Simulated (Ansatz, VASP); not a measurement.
**CdS in VASP and in Ansatz**

Contents of INCAR:

```
ALGO     = Normal         # electronic algorithm
EDIFF    = 1E-7           # SCF threshold, eV
ENCUT    = 520            # plane-wave cutoff, eV
GGA      = PE             # functional
ISIF     = 2              # what is computed and relaxed
ISMEAR   = 0              # smearing method
LASPH    = T              # aspherical terms in the spheres
LCHARG   = F              # write CHGCAR
LREAL    = F              # projectors in reciprocal space
LWAVE    = F              # write WAVECAR
NBANDS   = 16             # bands
NELM     = 80             # most SCF steps
PREC     = Accurate       # precision mode
SIGMA    = 0.03           # smearing width, eV
```

The input KPOINTS:

```
k-points
0
Gamma
  8 8 8
```

File POSCAR:

```
CdS
1.0
    0.0000000000      2.7532440000      2.7532440000
    2.7532440000      0.0000000000      2.7532440000
    2.7532440000      2.7532440000      0.0000000000
Cd S
1 1
Direct
    0.0000000000      0.0000000000      0.0000000000
    0.5000000000      0.5000000000      0.5000000000
```

File input.yaml:

```yaml
crystal:
  lattice:
    - [0.0, 2.753244, 2.753244]
    - [2.753244, 0.0, 2.753244]
    - [2.753244, 2.753244, 0.0]
  atoms:
    - { symbol: Cd, position: [0.0, 0.0, 0.0] }
    - { symbol: S, position: [0.5, 0.5, 0.5] }
hamiltonian:
  xc: pbe
  pseudopotentials: { kind: paw }
kpoints:
  mp_grid: { grid: [8, 8, 8] }
scf:
  occupations: { method: gaussian, width: 0.03 }
output:
  forces: true
  stress: true
  eigenvalues: true
```

Alike in both runs: task single point; functional PBE; k mesh 8 × 8 × 8; occupations gaussian, width 0.03 eV; no spin polarisation.

|  | VASP | Ansatz |
| --- | --- | --- |
| version | VASP 6.6.1 | Ansatz 0.2.0 |
| potentials or method | VASP PAW PBE potentials, release 64 (Cd, S) | Ansatz PAW |
| plane-wave cutoff (eV) | 520 | 420 |
| valence electrons in the cell | 18 | 26 |

VASP gave:

```
gap on the k mesh at the Fermi level (eV) : 0.25
least direct gap on the mesh (eV)         : 1.53
pressure (GPa)                            : -0.1
```

Estimate Ansatz's values.

gap on the k mesh at the Fermi level (eV): 0.26; least direct gap on the mesh (eV): 1.55; pressure (GPa): -0.4.

VASP's potentials hold 18 valence electrons a cell and Ansatz's 26, so a difference there can come from the potentials and not from the codes.
